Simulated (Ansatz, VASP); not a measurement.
This is a calculation of CuO for VASP 6.6.1.

Contents of INCAR:

```
SYSTEM = CuO
PREC = Accurate
ENCUT = 520
EDIFF = 1E-6
ISMEAR = -1
SIGMA = 0.05
LREAL = .FALSE.
LASPH = .TRUE.
NELM = 100
ALGO = Normal
ISIF = 2
LWAVE = .FALSE.
LCHARG = .FALSE.
GGA = PE
NBANDS = 16
```

Contents of KPOINTS:

```
Automatic mesh
0
G
  11 11 10
  0 0 0
```

Contents of POSCAR:

```
CuO
1.0
    2.8919534507      0.0000000000      0.0000000000
   -1.4459767203      2.5045051563      0.0000000000
    0.0000000000      0.0000000000      2.8224032844
Cu O
1 1
Direct
    0.0000000000      0.0000000000      0.0000000000
    0.6666666667      0.3333333333      0.5000000000
```

Potentials or basis: VASP PAW PBE potentials, release 64 (Cu, O).

The run is started by

```console
$ cat potpaw_PBE.64/Cu/POTCAR potpaw_PBE.64/O/POTCAR > POTCAR
$ mpirun -np 1 vasp_std > vasp.out
```

Problem. Translate it to Ansatz 0.2.0. Potentials there: SSSP efficiency PAW.

Solution. As run (the cutoff follows the program's own potentials):

Contents of input.yaml:

```yaml
crystal:
  lattice:
    - [2.8919534507, 0.0, 0.0]
    - [-1.4459767203, 2.5045051563, 0.0]
    - [0.0, 0.0, 2.8224032844]
  atoms:
    - { symbol: Cu, position: [0.0, 0.0, 0.0] }
    - { symbol: O, position: [0.6666666667, 0.3333333333, 0.5] }
hamiltonian:
  xc: pbe
  pseudopotentials: { kind: paw, accuracy: standard }
kpoints:
  mp_grid: { grid: [11, 11, 10] }
scf:
  occupations: { method: fermi_dirac, width: 0.05 }
output:
  forces: true
  stress: true
  eigenvalues: true
```

Potentials or basis: SSSP efficiency PAW.

Run with:

```sh
$ ansatz run input.yaml --threads 2 --pin off --max-ram 5632MiB --backend cpu --events-out ev --progress --plain --runs-dir out
```

Both were run:

|  | VASP | Ansatz | Ansatz less VASP |
| --- | --- | --- | --- |
| gap on the k mesh at the Fermi level (eV) | none | none | - |
| pressure (GPa) | -9.0 | -9.0 | -0.01 |
| traceless stress, the component that is largest in VASP (GPa) | -7.81 | -7.80 | +0.015 |

A gap of «none» marks a metal or a gap that the smearing closes.
